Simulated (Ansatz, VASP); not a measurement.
# TiC: VASP beside Ansatz

```
Ti C
1.0
     0.00000    1.77492    1.77492
     1.77492    0.00000    1.77492
     1.77492    1.77492    0.00000
Ti C
1 1
Direct
  0.00000 0.00000 0.00000
  0.50000 0.50000 0.50000
```

Change from the starting cell: volume scaled by 0.55, crystal datasets.

Alike in both runs: task single point; functional PBE; k mesh 15 × 15 × 15; occupations fermi-dirac, width 0.05 eV; no spin polarisation.

|  | VASP | Ansatz |
| --- | --- | --- |
| version | VASP 6.6.1 | Ansatz 0.2.0 |
| potentials or method | VASP PAW PBE potentials, release 64 (Ti_sv, C), cutoff 520 eV | all-electron PAW with datasets made for the crystal, scalar-relativistic |

```csv
,VASP,Ansatz,Ansatz less VASP
pressure (GPa),467.8,474.6,+6.83
```

Both programs put the cell under a high pressure, so it lies far from rest at this level. Ansatz ran all-electron here, and VASP with PAW potentials.

Noted on VASP's run: the cell as given lies far from equilibrium.
